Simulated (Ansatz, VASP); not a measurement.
## LiCl in VASP and in Ansatz

Contents of INCAR:

```
PREC = Accurate
ENCUT = 520
EDIFF = 1E-6
ISMEAR = 0
SIGMA = 0.02
LREAL = F
LASPH = T
NELM = 80
ALGO = Normal
ISIF = 2
LWAVE = F
LCHARG = F
GGA = PS
NBANDS = 12
```

Contents of KPOINTS:

```
regular mesh
0
Gamma
  8 8 8
```

File POSCAR:

```
LiCl
1.0
    0.0000000000      2.7627594720      2.6088738720
    2.6088738720      0.0000000000      2.6088738720
    2.6088738720      2.7627594720      0.0000000000
Li Cl
1 1
Direct
    0.0000000000      0.0000000000      0.0000000000
    0.5000000000      0.5000000000      0.5000000000
```

Input for Ansatz:

```yaml
crystal:
  lattice:
    - [0.0, 2.762759472, 2.608873872]
    - [2.608873872, 0.0, 2.608873872]
    - [2.608873872, 2.762759472, 0.0]
  atoms:
    - { symbol: Li, position: [0.0, 0.0, 0.0] }
    - { symbol: Cl, position: [0.5, 0.5, 0.5] }
basis:
  ecutwfc: 420
kpoints:
  mp_grid: { grid: [8, 8, 8] }
hamiltonian:
  xc: pbesol
scf:
  occupations: { method: gaussian, width: 0.02 }
output:
  forces: true
  stress: true
  eigenvalues: true
```

Alike in both runs: task single point; functional PBEsol; k mesh 8 × 8 × 8; occupations gaussian, width 0.02 eV; no spin polarisation.

|  | VASP | Ansatz |
| --- | --- | --- |
| version | VASP 6.6.1 | Ansatz 0.2.0 |
| potentials or method | VASP PAW PBE potentials, release 64 (Li_sv, Cl), cutoff 520 eV | scalar-relativistic, plane waves, PAW |
| valence electrons in the cell | 10 | 10 |

|  | VASP | Ansatz | Ansatz less VASP |
| --- | --- | --- | --- |
| gap on the k mesh at the Fermi level (eV) | 5.51 | 5.50 | -0.009 |
| least direct gap on the mesh (eV) | 5.51 | 5.50 | -0.009 |

VASP's potentials were made for PBE, not for PBEsol.

Noted on VASP's run: the cutoff is short for stress, so the pressure is rough.
